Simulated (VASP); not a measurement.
# NaH (F-43m) in VASP: a series of runs

NaH is run at these levels: PBEsol, PBE; tasks: vibrations by perturbation theory, dielectric tensor.

Everything below comes from runs of VASP 6.6.1. Logs are shortened: lines on timing, memory, paths and dates and some standing lists are left out, and cuts for length are marked.

## 1. The cell of the first run

The structure is cubic, space group F-43m (No. 216). The conventional cell has a = 5.177 Å, b = 5.177 Å, c = 5.177 Å, α = 90.00°, β = 90.00°, γ = 90.00°. Within 3.0 Å of Na (site symmetry -43m) lie 4 H at 2.24 Å. H (site symmetry -43m) has 4 Na at 2.24 Å within 3.0 Å.

## 2. Vibrations by perturbation theory, PBEsol

Contents of INCAR:

```
ALGO     = Normal         # electronic algorithm
EDIFF    = 1E-8           # SCF threshold, eV
ENCUT    = 520            # plane-wave cutoff, eV
GGA      = PS             # functional
IBRION   = 8              # ionic algorithm
ISIF     = 2              # what is computed and relaxed
ISMEAR   = 0              # smearing method
LASPH    = True           # aspherical terms in the spheres
LCHARG   = False          # write CHGCAR
LEPSILON = True           # dielectric tensor by DFPT
LREAL    = False          # projectors in reciprocal space
LWAVE    = False          # write WAVECAR
NBANDS   = 11             # bands
NELM     = 80             # most SCF steps
NSW      = 1              # ionic steps
PREC     = Accurate       # precision mode
SIGMA    = 0.01           # smearing width, eV
```

Contents of KPOINTS:

```
k-points
0
Gamma
  8 8 8
```

Contents of POSCAR:

```
NaH
1.0
    0.0000000000      2.5883869159      2.5883869159
    2.5883869159      0.0000000000      2.5883869159
    2.5883869159      2.5883869159      0.0000000000
Na H
1 1
Direct
    0.0000000000      0.0000000000      0.0000000000
    0.2500000000      0.2500000000      0.2500000000
```

Potentials or basis: VASP PAW PBE potentials, release 64 (Na_pv, H).

Run with:

```bash
cat potpaw_PBE.64/Na_pv/POTCAR potpaw_PBE.64/H/POTCAR > POTCAR
mpirun -np 1 vasp_std > vasp.out
```

OUTCAR:

```text
EDIFF = 1E-8
   ENCUT = 520
   GGA = PS
   IBRION = 8
   ISIF = 2
   ISMEAR = 0
   LASPH = True
   LEPSILON = True
   LREAL = False
   NELM = 80
   NSW = 1
   PREC = Accurate

 ion  position               nearest neighbor table
   1  0.000  0.000  0.000-
   2  0.250  0.250  0.250-

  LATTYP: Found a face centered cubic cell.
 ALAT       =     5.1767738318

  Lattice vectors:

 A1 = (   0.0000000000,   2.5883869159,   2.5883869159)
 A2 = (   2.5883869159,   0.0000000000,   2.5883869159)
 A3 = (   2.5883869159,   2.5883869159,   0.0000000000)

Analysis of symmetry for initial positions (statically):
=====================================================================
 Subroutine PRICEL returns:
 Original cell was already a primitive cell.

 Routine SETGRP: Setting up the symmetry group for a
 face centered cubic supercell.

 Subroutine GETGRP returns: Found 24 space group operations
 (whereof 24 operations were pure point group operations)
 out of a pool of 48 trial point group operations.

The static configuration has the point symmetry T_d .

Analysis of symmetry for dynamics (positions and initial velocities):
=====================================================================
 Subroutine PRICEL returns:
 Original cell was already a primitive cell.

 Routine SETGRP: Setting up the symmetry group for a
 face centered cubic supercell.

 Subroutine GETGRP returns: Found 24 space group operations
 (whereof 24 operations were pure point group operations)
 out of a pool of 48 trial point group operations.

The dynamic configuration has the point symmetry T_d .

 Subroutine INISYM returns: Found 24 space group operations
 (whereof 24 operations are pure point group operations),
 and found     1 'primitive' translations

----------------------------------------------------------------------------------------

                                     Primitive cell

  volume of cell :      34.6831

  direct lattice vectors                    reciprocal lattice vectors
     0.000000000  2.588386916  2.588386916    -0.193170502  0.193170502  0.193170502
     2.588386916  0.000000000  2.588386916     0.193170502 -0.193170502  0.193170502
     2.588386916  2.588386916  0.000000000     0.193170502  0.193170502 -0.193170502

  length of vectors
     3.660531881  3.660531881  3.660531881     0.334581124  0.334581124  0.334581124

  position of ions in fractional coordinates (direct lattice)
     0.000000000  0.000000000  0.000000000
     0.250000000  0.250000000  0.250000000

  ion indices of the primitive-cell ions
   primitive index   ion index
                 1           1
                 2           2

----------------------------------------------------------------------------------------

 KPOINTS: k-points

Automatic generation of k-mesh.
 Grid dimensions read from file:
 generate k-points for:    8    8    8

 Generating k-lattice:

  Cartesian coordinates                     Fractional coordinates (reciprocal lattice)
[... 483 lines left out ...]

 Free energy of the ion-electron system (eV)
  ---------------------------------------------------
  ---------------------------------------------------
  free energy    TOTEN  =        -0.20734382 eV

  energy without entropy =       -0.20734382

------------------------ aborting loop because EDIFF is reached ----------------------------------------

--------------------------------------- Ionic step        2  -------------------------------------------

------------------------ aborting loop because EDIFF is reached ----------------------------------------

--------------------------------------- Ionic step        3  -------------------------------------------

------------------------ aborting loop because EDIFF is reached ----------------------------------------

 PIEZOELECTRIC TENSOR FIELD DIRECTION 3  (e Angst)
 -----------------------------------------------------------------------------
     0.00121 -0.05174  0.00000           (  0.00000  0.01273  0.00000)
    -0.05174  0.00121  0.00000           (  0.01273  0.00000  0.00000)
     0.00000  0.00000 -0.00187           (  0.00000  0.00000  0.00000)

 PIEZOELECTRIC TENSOR FIELD DIRECTION 3  (C/m^2)
 -----------------------------------------------------------------------------
     0.00056 -0.02390  0.00000
    -0.02390  0.00056  0.00000
     0.00000  0.00000 -0.00086

--------------------------------------- Ionic step        4  -------------------------------------------

------------------------ aborting loop because EDIFF is reached ----------------------------------------

[... ionic steps 5 to 6 ...]

--------------------------------------- Ionic step        7  -------------------------------------------

 Free energy of the ion-electron system (eV)
  ---------------------------------------------------
  ---------------------------------------------------
  free energy    TOTEN  =        -0.01709992 eV

  energy without entropy =       -0.01709992

------------------------ aborting loop because EDIFF is reached ----------------------------------------

 INTERNAL STRAIN TENSOR  FOR ION    2  DIRECTION 1   (eV/Angst):
 -----------------------------------------------------------------------------
     0.00218  0.00000  0.00000
     0.00000 -0.00176 -1.51673
     0.00000 -1.51673 -0.00176

 MACROSCOPIC STATIC DIELECTRIC TENSOR (including local field effects in DFT)
 ------------------------------------------------------
           2.865090     0.000000    -0.000000
          -0.000000     2.865090    -0.000000
           0.000000     0.000000     2.865090
 ------------------------------------------------------

 PIEZOELECTRIC TENSOR (including local field effects)  for field in x, y, z        (e  Angst)
          XX          YY          ZZ          XY          YZ          ZX
  --------------------------------------------------------------------------------
  x    -0.00000     0.00000     0.00000     0.00000    -0.05062     0.00000
  y    -0.00000     0.00000    -0.00000     0.00000     0.00000    -0.05062
  z    -0.00000    -0.00000    -0.00000    -0.05062     0.00000     0.00000

 PIEZOELECTRIC TENSOR (including local field effects)  for field in x, y, z        (C/m^2)
          XX          YY          ZZ          XY          YZ          ZX
  --------------------------------------------------------------------------------
  x    -0.00000     0.00000     0.00000     0.00000    -0.02338     0.00000
  y    -0.00000     0.00000    -0.00000     0.00000     0.00000    -0.02338
  z    -0.00000    -0.00000    -0.00000    -0.02338     0.00000     0.00000

 BORN EFFECTIVE CHARGES (including local field effects) (in |e|, cummulative output)
 ---------------------------------------------------------------------------------
 ion    1
    1     0.92087     0.00000    -0.00000
    2    -0.00000     0.92087     0.00000
    3     0.00000     0.00000     0.92087
 ion    2
    1    -0.92087    -0.00000     0.00000
    2     0.00000    -0.92087    -0.00000
    3     0.00000    -0.00000    -0.92087

 INTERNAL STRAIN TENSOR FOR ION    2 for displacements in x,y,z  (eV/Angst):
          X           Y           Z          XY          YZ          ZX
  --------------------------------------------------------------------------------
  x     0.00000     0.00000     0.00000     0.00000    -1.51673     0.00000
  y     0.00000     0.00000     0.00000     0.00000     0.00000    -1.51673
  z     0.00000     0.00000     0.00000    -1.51673     0.00000     0.00000

 SECOND DERIVATIVES (NOT SYMMETRIZED)
 ------------------------------------
               1X          1Y          1Z          2X          2Y          2Z
  1X    -1.361186    0.000000    0.000000    1.361186    0.000000    0.000000
  1Y     0.000000   -1.361186    0.000000    0.000000    1.361186    0.000000
  1Z     0.000000    0.000000   -1.361186    0.000000    0.000000    1.361186
  2X     1.330974    0.000000    0.000000   -1.330974    0.000000    0.000000
  2Y     0.000000    1.330974    0.000000    0.000000   -1.330974    0.000000
  2Z     0.000000    0.000000    1.330974    0.000000    0.000000   -1.330974

 Eigenvectors and eigenvalues of the dynamical matrix
 ----------------------------------------------------

   1 f  =   18.432640 THz   115.815696 2PiTHz  614.846703 cm-1    76.231241 meV
             X         Y         Z           dx          dy          dz
      0.000000  0.000000  0.000000    -0.193999   -0.070420   -0.000000
      1.294193  1.294193  1.294193     0.919750    0.333863    0.000000
[... 21 lines left out ...]
   6 f/i=    0.041773 THz     0.262467 2PiTHz    1.393394 cm-1     0.172759 meV
             X         Y         Z           dx          dy          dz
      0.000000  0.000000  0.000000     0.973548    0.096999    0.014182
      1.294193  1.294193  1.294193     0.205346    0.020460    0.002991

--------------------------------------------------------------------------------------------------------

 MACROSCOPIC STATIC DIELECTRIC TENSOR IONIC CONTRIBUTION
 ------------------------------------------------------
           3.286565     0.000000    -0.000000
           0.000000     3.286565     0.000000
          -0.000000     0.000000     3.286565
 ------------------------------------------------------

 ELASTIC MODULI CONTR FROM IONIC RELAXATION (kBar)
 Direction    XX          YY          ZZ          XY          YZ          ZX
 --------------------------------------------------------------------------------
 XX          -0.0000      0.0000      0.0000     -0.0000      0.0000      0.0000
 YY           0.0000     -0.0000      0.0000     -0.0000     -0.0000     -0.0000
 ZZ           0.0000      0.0000     -0.0000      0.0000     -0.0000      0.0000
 XY          -0.0000     -0.0000      0.0000    -83.6802      0.0000      0.0000
 YZ           0.0000     -0.0000     -0.0000      0.0000    -83.6802      0.0000
 ZX           0.0000     -0.0000      0.0000      0.0000      0.0000    -83.6802
 --------------------------------------------------------------------------------

 PIEZOELECTRIC TENSOR IONIC CONTR  for field in x, y, z        (C/m^2)
          XX          YY          ZZ          XY          YZ          ZX
  --------------------------------------------------------------------------------
  x    -0.00000     0.00000     0.00000    -0.00000     0.49346     0.00000
  y    -0.00000     0.00000    -0.00000     0.00000    -0.00000     0.49346
  z     0.00000     0.00000    -0.00000     0.49346     0.00000     0.00000
```

It took 7.6 min on 1 thread of Intel Xeon 8259CL, shared host; peak memory 0.23 GiB.

Results:

```
Electronic dielectric tensor (diagonal) : 2.87
Born charges (mean of the diagonal)     : Na +0.92; H -0.92 e
Highest phonon frequency at Γ           : 615 cm⁻¹
```

Phonon frequencies in cm⁻¹ (negative: imaginary):
| q point | frequencies |
| --- | --- |
| (0.000, 0.000, 0.000) | -1 -1 -1 615 615 615 |

Electronic dielectric tensor:
```
2.87 0.00 0.00
0.00 2.87 0.00
0.00 0.00 2.87
```

Born effective charge tensors (e):
atom 1, Na
```
0.92 0.00 0.00
0.00 0.92 0.00
0.00 0.00 0.92
```
atom 2, H
```
-0.92  0.00  0.00
 0.00 -0.92  0.00
 0.00  0.00 -0.92
```

Caveat: the structure was generated, so it needn't be the stable form of NaH; the PAW data sets were made with another functional, which shifts forces and pressure a little.

## 3. Dielectric tensor, PBE

This run uses another cell than the first one, of 17.51 Å³/atom.

Contents of INCAR:

```
PREC = Accurate ; ENCUT = 520
EDIFF = 1E-8 ; ISMEAR = 0
SIGMA = 0.01 ; LREAL = F
LASPH = T ; NELM = 100
ALGO = Normal ; ISIF = 2
LWAVE = F ; LCHARG = F
GGA = PE ; LEPSILON = T
```

Contents of KPOINTS:

```
Automatic mesh
0
Gamma
  8 8 8
```

Contents of POSCAR:

```
NaH
1.0
    0.0000000000      2.5969210608      2.5969210608
    2.5969210608      0.0000000000      2.5969210608
    2.5969210608      2.5969210608      0.0000000000
Na H
1 1
Direct
    0.0000000000      0.0000000000      0.0000000000
    0.2500000000      0.2500000000      0.2500000000
```

Potentials or basis: VASP PAW PBE potentials, release 64 (Na_pv, H).

Run with:

```bash
cat potpaw_PBE.64/Na_pv/POTCAR potpaw_PBE.64/H/POTCAR > POTCAR
mpirun -np 1 vasp_std > vasp.out
```

OUTCAR:

```text
PREC = Accurate
   ENCUT = 520
   EDIFF = 1E-8
   ISMEAR = 0
   LREAL = F
   LASPH = T
   NELM = 100
   ISIF = 2
   GGA = PE
   LEPSILON = T

 ion  position               nearest neighbor table
   1  0.000  0.000  0.000-
   2  0.250  0.250  0.250-

  LATTYP: Found a face centered cubic cell.
 ALAT       =     5.1938421216

  Lattice vectors:

 A1 = (   0.0000000000,   2.5969210608,   2.5969210608)
 A2 = (   2.5969210608,   0.0000000000,   2.5969210608)
 A3 = (   2.5969210608,   2.5969210608,   0.0000000000)

Analysis of symmetry for initial positions (statically):
=====================================================================
 Subroutine PRICEL returns:
 Original cell was already a primitive cell.

 Routine SETGRP: Setting up the symmetry group for a
 face centered cubic supercell.

 Subroutine GETGRP returns: Found 24 space group operations
 (whereof 24 operations were pure point group operations)
 out of a pool of 48 trial point group operations.

The static configuration has the point symmetry T_d .

Analysis of symmetry for dynamics (positions and initial velocities):
[... 477 lines left out ...]

 Free energy of the ion-electron system (eV)
  ---------------------------------------------------
  ---------------------------------------------------
  free energy    TOTEN  =        -0.19966472 eV

  energy without entropy =       -0.19966472

------------------------ aborting loop because EDIFF is reached ----------------------------------------

 PIEZOELECTRIC TENSOR FIELD DIRECTION 3  (e Angst)
 -----------------------------------------------------------------------------
     0.00112 -0.06838  0.00000           (  0.00000  0.01172  0.00000)
    -0.06838  0.00112  0.00000           (  0.01172  0.00000  0.00000)
     0.00000  0.00000 -0.00169           (  0.00000  0.00000  0.00000)

 PIEZOELECTRIC TENSOR FIELD DIRECTION 3  (C/m^2)
 -----------------------------------------------------------------------------
     0.00051 -0.03128  0.00000
    -0.03128  0.00051  0.00000
     0.00000  0.00000 -0.00077

 MACROSCOPIC STATIC DIELECTRIC TENSOR (including local field effects in DFT)
 ------------------------------------------------------
           2.742033     0.000000     0.000000
           0.000000     2.742033    -0.000000
           0.000000     0.000000     2.742033
 ------------------------------------------------------

 PIEZOELECTRIC TENSOR (including local field effects)  for field in x, y, z        (e  Angst)
          XX          YY          ZZ          XY          YZ          ZX
  --------------------------------------------------------------------------------
  x     0.00000     0.00000     0.00000     0.00000    -0.06731     0.00000
  y     0.00000    -0.00000    -0.00000     0.00000     0.00000    -0.06731
  z     0.00000     0.00000    -0.00000    -0.06731     0.00000     0.00000

 PIEZOELECTRIC TENSOR (including local field effects)  for field in x, y, z        (C/m^2)
          XX          YY          ZZ          XY          YZ          ZX
  --------------------------------------------------------------------------------
  x     0.00000     0.00000     0.00000     0.00000    -0.03079     0.00000
  y     0.00000    -0.00000    -0.00000     0.00000     0.00000    -0.03079
  z     0.00000     0.00000    -0.00000    -0.03079     0.00000     0.00000

 BORN EFFECTIVE CHARGES (including local field effects) (in |e|, cummulative output)
 ---------------------------------------------------------------------------------
 ion    1
    1     0.92308     0.00000     0.00000
    2     0.00000     0.92308    -0.00000
    3     0.00000    -0.00000     0.92308
 ion    2
    1    -0.92308     0.00000    -0.00000
    2     0.00000    -0.92308     0.00000
    3    -0.00000     0.00000    -0.92308
```

OSZICAR:

```text
N       E                     dE             d eps       ncg     rms          rms(c)
[... 13 lines left out ...]
RMM:   4    -0.195328210907E+00   -0.22033E-01   -0.63871E-03  2492   0.613E-01    0.410E-02
RMM:   5    -0.199670489020E+00   -0.43423E-02   -0.29136E-04  2649   0.210E-01    0.327E-03
RMM:   6    -0.199666745013E+00    0.37440E-05   -0.72527E-06  2848   0.399E-02    0.186E-03
RMM:   7    -0.199584442047E+00    0.82303E-04    0.20027E-06  2568   0.828E-03    0.115E-03
RMM:   8    -0.199656002228E+00   -0.71560E-04    0.15065E-06  2896   0.264E-03    0.241E-04
RMM:   9    -0.199664962234E+00   -0.89600E-05    0.12668E-06  2718   0.811E-04    0.822E-05
RMM:  10    -0.199666155023E+00   -0.11928E-05    0.17964E-07  2594   0.187E-04    0.306E-05
RMM:  11    -0.199664720195E+00    0.14348E-05    0.21048E-10  1935   0.595E-05    0.361E-06
```

stdout:

```text
POSCAR found type information on POSCAR NaH
 POSCAR found :  2 types and       2 ions
 scaLAPACK will be used
 LDA part: xc-table for (Slater+PW92), standard interpolation
 POSCAR, INCAR and KPOINTS ok, starting setup
 FFT: planning ... GRIDC
 FFT: planning ... GRID_SOFT
 FFT: planning ... GRID
 WAVECAR not read
 entering main loop
 Linear response reoptimize wavefunctions to high precision
 Linear response G [H, r] |phi>, progress :
  Direction:   1
 Linear response G [H, r] |phi>, progress :
  Direction:   2
 Linear response G [H, r] |phi>, progress :
  Direction:   3
 Linear response to external field (no local field effect), progress :
  Direction:   1
 dielectric tensor                  component  1 :     2.453    -1.011    -0.820
 Linear response to external field (no local field effect), progress :
  Direction:   2
 dielectric tensor                  component  2 :    -1.011     2.430     1.016
 Linear response to external field (no local field effect), progress :
  Direction:   3
 dielectric tensor                  component  3 :    -0.821     1.017     3.496
 Linear response to external field, progress :
  Direction:   1
 dielectric tensor                  component  1 :     2.742    -0.325    -0.330
 Linear response to external field, progress :
  Direction:   2
 dielectric tensor                  component  2 :    -0.311     2.742    -0.117
 Linear response to external field, progress :
  Direction:   3
 dielectric tensor                  component  3 :    -0.267    -0.388     2.742
 Born effective charges drift removed
```

Wall time 3.8 min (1 thread of Intel Xeon 8259CL, shared host); peak memory 0.21 GiB.

Results:

| Property | Result |
| --- | --- |
| Band gap on the k mesh | 3.61 eV (least direct gap 4.32 eV) |
| Electronic dielectric tensor (diagonal) | 2.74 |
| Born charges (mean of the diagonal) | Na +0.92; H -0.92 e |

Electronic dielectric tensor:
```
2.74 0.00 0.00
0.00 2.74 0.00
0.00 0.00 2.74
```

Born effective charge tensors (e):
atom 1, Na
```
0.92 0.00 0.00
0.00 0.92 0.00
0.00 0.00 0.92
```
atom 2, H
```
-0.92  0.00  0.00
 0.00 -0.92  0.00
 0.00  0.00 -0.92
```

Caveat: the structure was generated, so it needn't be the stable form of NaH. A k mesh can miss the band edges.
